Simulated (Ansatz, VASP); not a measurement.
**Two plane-wave programs on ZnSe**

The input INCAR:

```
SYSTEM = ZnSe
ALGO     = Normal         ! electronic algorithm
EDIFF    = 1E-7           ! SCF threshold, eV
ENCUT    = 520            ! plane-wave cutoff, eV
GGA      = PE             ! functional
ISIF     = 2              ! what is computed and relaxed
ISMEAR   = 0              ! smearing method
LASPH    = .TRUE.         ! aspherical terms in the spheres
LCHARG   = .FALSE.        ! write CHGCAR
LREAL    = .FALSE.        ! projectors in reciprocal space
LWAVE    = .FALSE.        ! write WAVECAR
NBANDS   = 26             ! bands
NELM     = 100            ! most SCF steps
PREC     = Accurate       ! precision mode
SIGMA    = 0.05           ! smearing width, eV
```

The input KPOINTS:

```
k-points
0
G
  8 8 6
  0 0 0
```

POSCAR

```
ZnSe
1.0
    0.0000000000     -2.8338000000     -2.8338000000
    0.0000000000      2.8338000000     -2.8338000000
    5.6676000000      0.0000000000      0.0000000000
Zn Se
2 2
Direct
    0.5000000000      0.5000000000      0.5000000000
    0.0000000000      0.0000000000      0.0000000000
    0.0000000000      0.5000000000      0.2500000000
    0.5000000000      0.0000000000      0.7500000000
```

Input for Ansatz:

```yaml
crystal:
  lattice:
    - [0.0, -2.8338, -2.8338]
    - [0.0, 2.8338, -2.8338]
    - [5.6676, 0.0, 0.0]
  atoms:
    - { symbol: Zn, position: [0.5, 0.5, 0.5] }
    - { symbol: Zn, position: [0.0, 0.0, 0.0] }
    - { symbol: Se, position: [0.0, 0.5, 0.25] }
    - { symbol: Se, position: [0.5, 0.0, 0.75] }
basis:
  ecutwfc: 420
kpoints:
  mp_grid: { grid: [8, 8, 6] }
hamiltonian:
  xc: pbe
scf:
  occupations: { method: gaussian, width: 0.05 }
output:
  forces: true
  stress: true
  eigenvalues: true
```

Alike in both runs: task single point; functional PBE; k mesh 8 × 8 × 6; occupations gaussian, width 0.05 eV; no spin polarisation.

|  | VASP | Ansatz |
| --- | --- | --- |
| version | VASP 6.6.1 | Ansatz 0.2.0 |
| potentials or method | VASP PAW PBE potentials, release 64 (Zn, Se), cutoff 520 eV | scalar-relativistic, plane waves, PAW |
| valence electrons in the cell | 36 | 56 |

VASP gave:

| Property | Result |
| --- | --- |
| gap on the k mesh at the Fermi level (eV) | 1.29 |
| least direct gap on the mesh (eV) | 1.29 |
| pressure (GPa) | 2.3 |

Task: Estimate Ansatz's values.

Result: gap on the k mesh at the Fermi level (eV): 1.29; least direct gap on the mesh (eV): 1.29; pressure (GPa): 2.1.

The functional is the same, so the differences come from potentials, cutoffs and numerics. VASP's potentials hold 36 valence electrons a cell and Ansatz's 56, so a difference there can come from the potentials and not from the codes.
